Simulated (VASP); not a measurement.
C: single point with PBEsol

Slab: C, a slab with vacuum.

```xyz
2
Lattice="2.5129 0.0000 0.0000 0.0000 3.5538 0.0000 0.0000 0.0000 11.0000" Properties=species:S:1:pos:R:3 pbc="T T T"
C     1.8847    0.4442    5.5000
C     0.6282    3.1096    5.5000
```

* Program: VASP 6.6.1
* Task: single point
* Functional: PBEsol
* Potentials or basis: VASP PAW PBE potentials, release 64 (C)
* Cutoff: 520 eV
* k mesh: 12 × 9 × 1
* Occupations: fermi-dirac, width 0.02 eV
* Spin: no spin polarisation

```yaml
Largest_force: 8.331 eV/Å
Band_gap_on_the_k_mesh: zero (band 4 reaches -4.38 eV, above the bottom of band 5 at -4.62 eV)
```

Forces in eV/Å, atoms in the order of the input:
```
C    0.000 -8.331  0.000
C    0.000  8.331  0.000
```

Levels at points of the mesh, in eV from the Fermi level:
| k point | band 2 | band 3 | band 4 | band 5 | band 6 | band 7 |
| --- | --- | --- | --- | --- | --- | --- |
| (0.00, 0.00, 0.00) | -3.43 | -2.94 | -1.87 | -0.21 | 5.60 | 6.25 |
| (0.50, 0.00, 0.00) | -10.42 | -0.28 | -0.28 | 1.21 | 1.21 | 9.68 |

Wall time 22 s on 1 thread of AMD EPYC 9R45 96-Core Processor (Zen 5), with other jobs on the host, peak memory 0.17 GiB.

Caveat: the PAW data sets were made with another functional, which shifts forces and pressure a little.
